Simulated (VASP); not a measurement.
Write the native input for VASP 6.6.1 that does the following.

* Task: relaxation of cell and atoms
* Functional: r2SCAN
* Potentials or basis: VASP PAW PBE potentials, release 64 (Cu)
* Cutoff: 600 eV
* k mesh: 10 × 10 × 10
* Occupations: gaussian, width 0.1 eV
* Spin: no spin polarisation
* Target pressure: 7.3 GPa
* Dipole correction: no
* Further INCAR settings: ALGO = Normal; EDIFF = 1e-06; IBRION = 2; EDIFFG = -0.05; NSW = 80; ISIF = 3

The system is Cu.

```
Cu
1.0
     0.00000    1.76461    1.76461
     1.76461    0.00000    1.76461
     1.76461    1.76461    0.00000
Cu
1
Direct
  0.00000 0.00000 0.00000
```

One way to write it, as run:

POSCAR

```
Cu
1.0
    0.0000000000      1.7646110065      1.7646110065
    1.7646110065      0.0000000000      1.7646110065
    1.7646110065      1.7646110065      0.0000000000
Cu
1
Direct
    0.0000000000      0.0000000000      0.0000000000
```

INCAR.step1

```
SYSTEM = Cu
  ALGO = Normal
  EDIFF = 1E-4
  ENCUT = 600
  GGA = PE
  ISMEAR = 0
  LASPH = .TRUE.
  LCHARG = .FALSE.
  LREAL = .FALSE.
  LWAVE = .TRUE.
  NELM = 60
  PREC = Accurate
  SIGMA = 0.1
```

INCAR.step2

```
SYSTEM = Cu
  ALGO = Normal
  EDIFF = 1E-6
  EDIFFG = -0.05
  ENCUT = 600
  IBRION = 2
  ISIF = 3
  ISMEAR = 0
  ISTART = 1
  LASPH = .TRUE.
  LCHARG = .FALSE.
  LMIXTAU = .TRUE.
  LREAL = .FALSE.
  LWAVE = .FALSE.
  METAGGA = R2SCAN
  NELM = 60
  NSW = 80
  PREC = Accurate
  PSTRESS = 73.0
  SIGMA = 0.1
```

KPOINTS

```
k-points
0
G
  10 10 10
  0 0 0
```

Potentials or basis: VASP PAW PBE potentials, release 64 (Cu).

Launch:

```console
$ cat potpaw_PBE.64/Cu/POTCAR > POTCAR
$ cp INCAR.step1 INCAR
$ mpirun -np 1 vasp_std > vasp.out
$ cp INCAR.step2 INCAR
$ mpirun -np 1 vasp_std > vasp.out
```

It gave:

The pressure after relaxing is 7.9 GPa.

Caveat: the relaxation stopped at its first step, so nothing moved; the cell is relaxed towards a set pressure, so the enthalpy falls and the energy may rise; the PAW data sets were made with another functional, which shifts forces and pressure a little.

Run time: 19 s on 1 thread of Intel(R) Xeon(R) Platinum 8488C (Sapphire Rapids), on a shared host, peak memory 0.13 GiB.
